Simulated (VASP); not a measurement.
## AlN: single point with PBEsol

Crystal: AlN.

```
Al N
1.0
     3.09095    0.00000    0.00000
    -1.54548    2.67684    0.00000
     0.00000    0.00000    4.93831
Al N
2 2
Direct
  0.66667 0.33333 0.49875
  0.33333 0.66667 0.99875
  0.66667 0.33333 0.88125
  0.33333 0.66667 0.38125
```

```yaml
Program: VASP 6.6.1
Task: single point
Functional: PBEsol
Potentials_or_basis: VASP PAW PBE potentials, release 64 (Al, N)
Cutoff: 520 eV
k_mesh: 10 × 10 × 6
Occupations: fermi-dirac, width 0.05 eV
Spin: no spin polarisation
```

```json
{"Pressure": "5.0 GPa", "Band gap on the k mesh": "4.31 eV"}
```

Levels at points of the mesh, in eV from the valence-band top:
```csv
k point,band 5,band 6,band 7,band 8,band 9,band 10,band 11,band 12
"(0.00, 0.00, 0.00)",-0.91,-0.25,-0.25,0.00,4.31,6.72,10.68,11.16
"(0.50, 0.00, 0.00)",-3.45,-2.17,-1.85,-0.72,5.72,5.72,8.26,10.31
"(0.00, 0.00, 0.50)",-0.59,-0.59,-0.59,-0.59,6.55,6.55,10.38,10.38
"(0.50, 0.00, 0.50)",-1.53,-1.53,-1.41,-1.41,5.24,5.24,9.25,9.25
```

Wall time 25 s on 1 thread of AMD EPYC 7R13 Processor (Zen 3), with other jobs on the host, peak memory 0.14 GiB.

Caveat: the cell stands under pressure; the PAW data sets were made with another functional, which shifts forces and pressure a little. A k mesh can miss the band edges.
